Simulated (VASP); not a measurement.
# AlP (a) (F-43m) in VASP: further runs

The runs below take AlP (a) through single point, with PBEsol.

All numbers are computed with VASP 6.6.1; they aren't measurements. Logs are shortened: lines on timing, memory, paths and dates and some standing lists are left out, and cuts for length are marked.

### Step 1. The cell of the first run

It takes space group F-43m (No. 216, cubic). The conventional cell has a = 5.471 Å, b = 5.471 Å, c = 5.471 Å, α = 90.00°, β = 90.00°, γ = 90.00°. Al (site symmetry -43m) has 4 P at 2.37 Å within 3.1 Å. Within 3.1 Å of P (site symmetry -43m) lie 4 Al at 2.37 Å.

### Step 2. Single point, PBEsol

Input file INCAR:

```
ALGO     = Normal         # electronic algorithm
EDIFF    = 1E-6           # SCF threshold, eV
ENCUT    = 500            # plane-wave cutoff, eV
GGA      = PS             # functional
GGA_COMPAT= F            
ISIF     = 2              # what is computed and relaxed
ISMEAR   = 0              # smearing method
LASPH    = T              # aspherical terms in the spheres
LCHARG   = F              # write CHGCAR
LREAL    = F              # projectors in reciprocal space
LWAVE    = F              # write WAVECAR
NBANDS   = 16             # bands
NELM     = 120            # most SCF steps
PREC     = Accurate       # precision mode
SIGMA    = 0.1            # smearing width, eV
```

Input file KPOINTS:

```
k-points
0
Gamma
  6 4 6
```

Input file POSCAR:

```
AlP
1.0
    3.8682424498      0.0000000000      0.0000000000
    0.0000000000      5.4705209350      0.0000000000
    0.0000000000      0.0000000000      3.8682424498
Al P
2 2
Direct
    0.0000000000      0.0000000000      0.0000000000
    0.5000000000      0.5000000000      0.5000000000
    0.0000000000      0.2500000000      0.5000000000
    0.5000000000      0.7500000000      0.0000000000
```

Potentials or basis: VASP PAW PBE potentials, release 64 (Al, P).

On the command line:

```bash
$ cat potpaw_PBE.64/Al/POTCAR potpaw_PBE.64/P/POTCAR > POTCAR
$ mpirun -np 1 vasp_std > vasp.out
```

OUTCAR:

```text
EDIFF = 1E-6
   ENCUT = 500
   GGA = PS
   ISIF = 2
   ISMEAR = 0
   LASPH = T
   LREAL = F
   NELM = 120
   PREC = Accurate

 ion  position               nearest neighbor table
   1  0.000  0.000  0.000-   3 2.37   4 2.37   3 2.37   4 2.37
   2  0.500  0.500  0.500-   3 2.37   4 2.37   4 2.37   3 2.37
   3  0.000  0.250  0.500-   1 2.37   2 2.37   1 2.37   2 2.37
   4  0.500  0.750  0.000-   1 2.37   2 2.37   2 2.37   1 2.37

  LATTYP: Found a simple tetragonal cell.
 ALAT       =     3.8682424498
 C/A-ratio  =     1.4142135624

  Lattice vectors:

 A1 = (  -3.8682424498,   0.0000000000,   0.0000000000)
 A2 = (   0.0000000000,   0.0000000000,   3.8682424498)
 A3 = (   0.0000000000,   5.4705209350,   0.0000000000)

Analysis of symmetry for initial positions (statically):
=====================================================================
 Subroutine PRICEL returns following result:

  LATTYP: Found a face centered cubic cell.
 ALAT       =     5.4705209350

  Lattice vectors:

 A1 = (  -1.9341212249,   2.7352604675,   1.9341212249)
 A2 = (   0.0000000000,   0.0000000000,   3.8682424498)
 A3 = (   1.9341212249,   2.7352604675,   1.9341212249)

   2 primitive cells build up your supercell.

 Routine SETGRP: Setting up the symmetry group for a
 simple tetragonal supercell.

 Subroutine GETGRP returns: Found  8 space group operations
 (whereof  8 operations were pure point group operations)
 out of a pool of 16 trial point group operations.

The static configuration has the point symmetry D_2d.

Analysis of symmetry for dynamics (positions and initial velocities):
=====================================================================
 Subroutine PRICEL returns following result:

  LATTYP: Found a face centered cubic cell.
 ALAT       =     5.4705209350

  Lattice vectors:

 A1 = (  -1.9341212249,   2.7352604675,   1.9341212249)
 A2 = (   0.0000000000,   0.0000000000,   3.8682424498)
 A3 = (   1.9341212249,   2.7352604675,   1.9341212249)

   2 primitive cells build up your supercell.

 Routine SETGRP: Setting up the symmetry group for a
 simple tetragonal supercell.

 Subroutine GETGRP returns: Found  8 space group operations
 (whereof  8 operations were pure point group operations)
 out of a pool of 16 trial point group operations.

The dynamic configuration has the point symmetry D_2d.

 Subroutine INISYM returns: Found  8 space group operations
 (whereof  8 operations are pure point group operations),
 and found     2 'primitive' translations

----------------------------------------------------------------------------------------

                                     Primitive cell

  volume of cell :      40.9285

  direct lattice vectors                    reciprocal lattice vectors
    -1.934121225  2.735260467  1.934121225    -0.258515337  0.182797948  0.000000000
     0.000000000  0.000000000  3.868242450    -0.000000000 -0.182797948  0.258515337
     1.934121225  2.735260468  1.934121225     0.258515337  0.182797948 -0.000000000

  length of vectors
     3.868242450  3.868242450  3.868242450     0.316615333  0.316615333  0.316615333

  position of ions in fractional coordinates (direct lattice)
     0.000000000  0.000000000  0.000000000
     0.250000000  0.250000000  0.250000000

  ion indices of the primitive-cell ions
   primitive index   ion index
                 1           1
                 2           3

----------------------------------------------------------------------------------------

 KPOINTS: k-points

Automatic generation of k-mesh.
 Grid dimensions read from file:
 generate k-points for:    6    4    6

 Generating k-lattice:

  Cartesian coordinates                     Fractional coordinates (reciprocal lattice)
     0.043085889  0.000000000  0.000000000     0.166666667  0.000000000  0.000000000
     0.000000000  0.045699487  0.000000000     0.000000000  0.250000000  0.000000000
     0.000000000  0.000000000  0.043085889     0.000000000  0.000000000  0.166666667

  Length of vectors
     0.043085889  0.045699487  0.043085889

  Shift w.r.t. Gamma in fractional coordinates (k-lattice)
     0.000000000  0.000000000  0.000000000

 Subroutine IBZKPT returns following result:
 ===========================================

 Found     30 irreducible k-points:

 Following reciprocal coordinates:
            Coordinates               Weight
  0.000000  0.000000  0.000000      1.000000
  0.166667  0.000000  0.000000      4.000000
  0.333333  0.000000  0.000000      4.000000
  0.500000  0.000000  0.000000      2.000000
  0.000000  0.250000  0.000000      2.000000
  0.166667  0.250000  0.000000      8.000000
[... 16 lines left out ...]
  0.500000  0.000000  0.333333      4.000000
  0.333333  0.250000  0.333333      8.000000
 [... further k-points ...]
   k-points           NKPTS =     30   k-points in BZ     NKDIM =     30   number of bands    NBANDS=     16
   number of dos      NEDOS =    301   number of ions     NIONS =      4
   total plane-waves  NPLWV =  31360
   dimension x,y,z NGX =    28 NGY =   40 NGZ =   28
   dimension x,y,z NGXF=    56 NGYF=   80 NGZF=   56
   ions per type =               2   2
   NGX,Y,Z   is equivalent  to a cutoff of  12.03, 12.16, 12.03 a.u.
   NGXF,Y,Z  is equivalent  to a cutoff of  24.07, 24.31, 24.07 a.u.
 SYSTEM =  unknown system
   PREC   = accura    normal or accurate (medium, high low for compatibility)
   ISTART =      0    job   : 0-new  1-cont  2-samecut
   ICHARG =      2    charge: 1-file 2-atom 10-const
   ISPIN  =      1    spin polarized calculation?
   LNONCOLLINEAR =      F non collinear calculations
   LSORBIT =      F    spin-orbit coupling
   LASPH  =      T    aspherical Exc in radial PAW
   ENCUT  =  500.0 eV  36.75 Ry    6.06 a.u.   7.05  9.97  7.05*2*pi/ulx,y,z
   NELM   =    120;   NELMIN=  2; NELMDL= -5     # of ELM steps
   EDIFF  = 0.1E-05   stopping-criterion for ELM
   LREAL  =      F    real-space projection
   EDIFFG = 0.1E-04   stopping-criterion for IOM
   NSW    =      0    number of steps for IOM
   IBRION =     -1    ionic relax: 0-MD 1-quasi-New 2-CG
   NFREE  =      0    steps in history (QN), initial steepest desc. (CG)
   ISIF   =      2    stress and relaxation
   ISYM   =      2    0-nonsym 1-usesym 2-fastsym
   POTIM  = 0.5000    time-step for ionic-motion
   TEBEG  =    0.0;   TEEND  =   0.0 temperature during run
   PSTRESS=    0.0 pullay stress
   NELECT =      16.0000    total number of electrons
   NUPDOWN=      -1.0000    fix difference up-down
   EMIN   =  10.00;   EMAX   =-10.00  energy-range for DOS
   EFERMI =   0.00;   METHOD = LEGACY
   ISMEAR =     0;   SIGMA  =   0.10  broadening in eV -4-tet -1-fermi 0-gaus
   EFERMI_NEDOS =   21; number of points for ismear=-14 and -15
   IALGO  =     38    algorithm
   IMIX   =      4    mixing-type and parameters
     AMIX     =   0.40;   BMIX     =  1.00
     AMIX_MAG =   1.60;   BMIX_MAG =  1.00
  volume/ion in A,a.u.               =      20.46       138.10
  Fermi-wavevector in a.u.,A,eV,Ry     =   0.950086  1.795402 12.281475  0.902663
  Thomas-Fermi vector in A             =   2.078430
   LORBIT       =      0    0 simple, 1 ext, 2 COOP (PROOUT), +10 PAW based schemes
   GGA     = PS    functional components
   LHFCALC =     F    Hartree Fock is set to
   AEXX    =    0.0000 exact exchange contribution
   IVDW    =     0    specifies the selected vdW correction
   LEPSILON=     F    determine dielectric tensor
   LRPA    =     F    only Hartree local field effects (RPA)
 non-spin polarized calculation
 Gauss-broadening in eV      SIGMA  =   0.10
  energy-cutoff  :      500.00
  volume of cell :       81.86
 maximum number of plane-waves:      2112
   NGX = 15   NGY = 19   NGZ = 15

 number of electron      16.0000003 magnetization

 Free energy of the ion-electron system (eV)
  ---------------------------------------------------
  ext. energy  EPLUGINS =         0.00000000
  ---------------------------------------------------
  free energy    TOTEN  =       -21.98609887 eV

  energy without entropy =      -21.98609887  energy(sigma->0) =      -21.98609887

 E-fermi :   4.9495     XC(G=0):  -9.3424

 val. band max:        4.4833035096   @ k =   0.0000   0.0000   0.0000
 cond. band min:       5.9324441036   @ k =   0.0000   0.0000   0.0000
 fundamental gap:      1.4491405940
 Fermi energy:         4.9495208553

 k-point     1 :       0.0000    0.0000    0.0000
  band No.  band energies     occupation
      1      -7.0113      2.00000
      2      -4.6641      2.00000
      3      -0.8377      2.00000
      4       2.3708      2.00000
      5       2.3708      2.00000
      6       4.4829      2.00000
[... 8 lines left out ...]
     15      13.2785      0.00000
     16      13.2787      0.00000

 k-point     2 :       0.1667    0.0000    0.0000
  band No.  band energies     occupation
      1      -6.8071      2.00000
      2      -4.6552      2.00000
      3      -0.6890      2.00000
      4       1.4865      2.00000
      5       2.5400      2.00000
      6       3.2072      2.00000
[... 8 lines left out ...]
     15      12.3407      0.00000
     16      13.0609      0.00000

 k-point     3 :       0.3333    0.0000    0.0000
  band No.  band energies     occupation
      1      -6.2337      2.00000
      2      -4.8290      2.00000
      3      -0.4227      2.00000
      4       0.9207      2.00000
      5       1.4165      2.00000
      6       2.8421      2.00000
[... 8 lines left out ...]
     15      11.6080      0.00000
     16      11.9895      0.00000

 k-point     4 :       0.5000    0.0000    0.0000
  band No.  band energies     occupation
      1      -5.4501      2.00000
      2      -5.4501      2.00000
      3       0.1236      2.00000
      4       0.1236      2.00000
      5       1.6289      2.00000
      6       1.6289      2.00000
[... 8 lines left out ...]
     15      10.9886      0.00000
     16      10.9886      0.00000
[... 324 lines left out ...]
 k-point    22 :       0.3333    0.0000    0.3333
  band No.  band energies     occupation
      1      -5.5267      2.00000
      2      -4.6264      2.00000
      3      -0.5664      2.00000
      4       0.4539      2.00000
      5       1.5493      2.00000
      6       1.7891      2.00000
[... 8 lines left out ...]
     15      12.8672      0.00000
     16      12.8673      0.00000

 k-point    23 :       0.5000    0.0000    0.3333
  band No.  band energies     occupation
      1      -4.9075      2.00000
      2      -4.9075      2.00000
      3      -0.4313      2.00000
      4      -0.4313      2.00000
      5       2.1539      2.00000
      6       2.1539      2.00000
[... 8 lines left out ...]
     15      14.3136      0.00000
     16      14.3136      0.00000

 k-point    24 :       0.3333    0.2500    0.3333
  band No.  band energies     occupation
      1      -5.3888      2.00000
      2      -4.7412      2.00000
      3      -0.4809      2.00000
      4       0.2008      2.00000
      5       0.9359      2.00000
      6       2.1148      2.00000
[... 8 lines left out ...]
     15      12.5645      0.00000
     16      12.7403      0.00000

 [... further k-points ...]
[... 5 lines left out ...]
  --------------------------------------------------------------------------------------
  -------------------------------------------------------------------------------------
  Total        0.0472541     -0.0073170      0.0472541      0.0000000      0.0000000      0.0000000
  in kB        0.9248987     -0.1432138      0.9248987      0.0000000      0.0000000      0.0000000
  external PRESSURE =       0.5688612 kB  Pullay stress =       0.0000000 kB

 VOLUME and BASIS-vectors are now :
 -----------------------------------------------------------------------------
  energy-cutoff  :      500.00
  volume of cell :       81.86
      direct lattice vectors                 reciprocal lattice vectors
     3.868242450  0.000000000  0.000000000     0.258515337  0.000000000  0.000000000
     0.000000000  5.470520935  0.000000000     0.000000000  0.182797948  0.000000000
     0.000000000  0.000000000  3.868242450     0.000000000  0.000000000  0.258515337

 POSITION                                       TOTAL-FORCE (eV/Angst)
 -----------------------------------------------------------------------------------
      0.00000      0.00000      0.00000        -0.000000     -0.000000     -0.000000
      1.93412      2.73526      1.93412        -0.000000     -0.000000     -0.000000
      0.00000      1.36763      1.93412         0.000000      0.000000     -0.000000
      1.93412      4.10289      0.00000        -0.000000      0.000000      0.000000
 -----------------------------------------------------------------------------------
    total drift:                               -0.000000     -0.000000     -0.000000

  FREE ENERGIE OF THE ION-ELECTRON SYSTEM (eV)
  ---------------------------------------------------
  free  energy   TOTEN  =       -21.9860988665 eV

  energy  without entropy=      -21.9860988665  energy(sigma->0) =      -21.98609887
```

It took 32 s on 1 thread of Intel Xeon 6975P-C, shared host; peak memory 0.18 GiB.

What came out:

```yaml
Free_energy: -21.9861 eV
Pressure: 0.1 GPa
Band_gap_on_the_k_mesh: 1.45 eV
```

Levels at points of the mesh, in eV from the valence-band top:
```csv
k point,band 5,band 6,band 7,band 8,band 9,band 10,band 11,band 12
"(0.00, 0.00, 0.00)",-2.11,0.00,0.00,0.00,1.45,2.37,3.15,4.50
"(0.50, 0.00, 0.00)",-2.85,-2.85,-0.84,-0.84,3.68,3.68,5.99,5.99
"(0.00, 0.50, 0.00)",-1.30,-1.30,-1.30,-1.30,2.77,2.77,3.98,3.98
"(0.50, 0.50, 0.00)",-0.76,-0.76,-0.76,-0.76,2.71,2.71,4.75,4.75
"(0.50, 0.00, 0.50)",-2.11,-2.11,-2.11,-2.11,1.45,1.45,2.37,2.37
"(0.50, 0.50, 0.50)",-3.20,-3.20,-2.85,-2.85,4.22,4.22,5.88,5.88
```

Caveat: the PAW data sets were made with another functional, which shifts forces and pressure a little. A hybrid or GW would open this gap; PBEsol tends to underestimate it.

### Step 3. Single point, PBEsol

Input file INCAR:

```
  PREC = Accurate
  ENCUT = 500
  EDIFF = 1E-6
  ISMEAR = 0
  SIGMA = 0.02
  LREAL = False
  LASPH = True
  NELM = 120
  ALGO = Normal
  ISIF = 2
  LWAVE = False
  LCHARG = False
  GGA = PS
  NBANDS = 16
  GGA_COMPAT = False
```

Input file KPOINTS:

```
regular mesh
0
Gamma
  8 6 8
```

POSCAR is that of step 2.

Potentials or basis: VASP PAW PBE potentials, release 64 (Al, P).

On the command line:

```bash
$ cat potpaw_PBE.64/Al/POTCAR potpaw_PBE.64/P/POTCAR > POTCAR
$ mpirun -np 1 vasp_std > vasp.out
```

Wall time 48 s (1 thread of Intel Xeon 6975P-C, shared host); peak memory 0.21 GiB.

It converged, with:

```yaml
Free_energy: -21.9918 eV
Pressure: 0.0 GPa
Band_gap_on_the_k_mesh: 1.45 eV
```

Levels at points of the mesh, in eV from the valence-band top:
| k point | band 6 | band 7 | band 8 | band 9 | band 10 | band 11 |
| --- | --- | --- | --- | --- | --- | --- |
| (0.00, 0.00, 0.00) | 0.00 | 0.00 | 0.00 | 1.45 | 2.37 | 3.16 |
| (0.50, 0.00, 0.00) | -2.85 | -0.84 | -0.84 | 3.68 | 3.68 | 5.99 |
| (0.00, 0.50, 0.00) | -1.30 | -1.30 | -1.30 | 2.77 | 2.77 | 3.98 |
| (0.50, 0.50, 0.00) | -0.76 | -0.76 | -0.76 | 2.71 | 2.71 | 4.75 |
| (0.50, 0.00, 0.50) | -2.11 | -2.11 | -2.11 | 1.45 | 1.45 | 2.37 |
| (0.50, 0.50, 0.50) | -3.20 | -2.84 | -2.84 | 4.22 | 4.22 | 5.88 |

Caveat: the PAW data sets were made with another functional, which shifts forces and pressure a little.
